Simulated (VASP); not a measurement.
Here is a VASP 6.6.1 calculation.

File INCAR:

```
SYSTEM = Mg3Ge2
  PREC = Accurate
  ENCUT = 520
  EDIFF = 1E-6
  ISMEAR = 0
  SIGMA = 0.2846
  LREAL = .FALSE.
  LASPH = .TRUE.
  NELM = 150
  ALGO = Normal
  ISIF = 2
  LWAVE = .FALSE.
  LCHARG = .FALSE.
  ISPIN = 2
  MAGMOM = 3 1 3 3 3
  LORBIT = 11
  GGA = PE
  NBANDS = 29
```

KPOINTS

```
Automatic mesh
0
G
  5 5 3
  0 0 0
```

Contents of POSCAR:

```
Mg3Ge2
1.0
    2.1009340000      3.6389200000      0.0000000000
   -2.1009340000      3.6389200000      0.0000000000
    0.0000000000      0.0000000000      6.6423140000
Mg Ge
3 2
Direct
    0.0000000000      0.0000000000      0.0000000000
    0.3333000000      0.3334000000      0.6300000000
    0.6667000000      0.6666000000      0.3700000000
    0.3333000000      0.3334000000      0.2350000000
    0.6667000000      0.6666000000      0.7650000000
```

Potentials or basis: VASP PAW PBE potentials, release 64 (Mg, Ge_d).

The run is started by

```console
$ cat potpaw_PBE.64/Mg/POTCAR potpaw_PBE.64/Ge_d/POTCAR > POTCAR
$ mpirun -np 1 vasp_std > vasp.out
```

**Question.** Estimate the band gap on the k mesh.

**Answer.** Zero (filled and empty bands overlap).

**Question.** Predict the pressure.

**Answer.** 6.5 GPa.

Forces on the atoms (eV/Å):
```
Mg   0.000  0.000  0.000
Mg   0.003 -0.001  0.537
Mg  -0.003  0.001 -0.537
Ge   0.002 -0.001 -1.038
Ge  -0.002  0.001  1.037
```

Caveat: forces of over 1 eV/Å act on the atoms, so gaps and moduli don't describe the material at rest.
